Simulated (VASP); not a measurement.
Crystal: BP.

```xyz
2
Lattice="0.0000 2.2683 2.2683 2.2683 0.0000 2.2683 2.2683 2.2683 0.0000" Properties=species:S:1:pos:R:3 pbc="T T T"
B     0.0000    0.0000    0.0000
P     1.1342    1.1342    1.1342
```

Base run:

| Property | Result |
| --- | --- |
| Program | VASP 6.6.1 |
| Functional | r2SCAN0 |
| Potentials or basis | VASP PAW PBE potentials, release 64 (B, P) |
| Cutoff | 520 eV |
| k mesh | 6 × 6 × 6 |
| Occupations | gaussian, width 0.01 eV |
| Spin | no spin polarisation |

Its results: band gap on the k mesh 2.89 eV (least direct gap 5.16 eV); pressure -2.7 GPa.

**Question.** The run is repeated on the same cell with these changes: functional from r2SCAN0 to PBE0; further incar settings from ALGO = Normal; EDIFF = 1e-06; NBANDS = 11 to ALGO = Normal; EDIFF = 1e-07; NBANDS = 11. What comes out?

**Answer.** Band gap on the k mesh 2.79 eV (least direct gap 5.05 eV); pressure -2.0 GPa.

Caveats: the PAW data sets were made with another functional, which shifts forces and pressure a little.

A k mesh can miss the band edges.
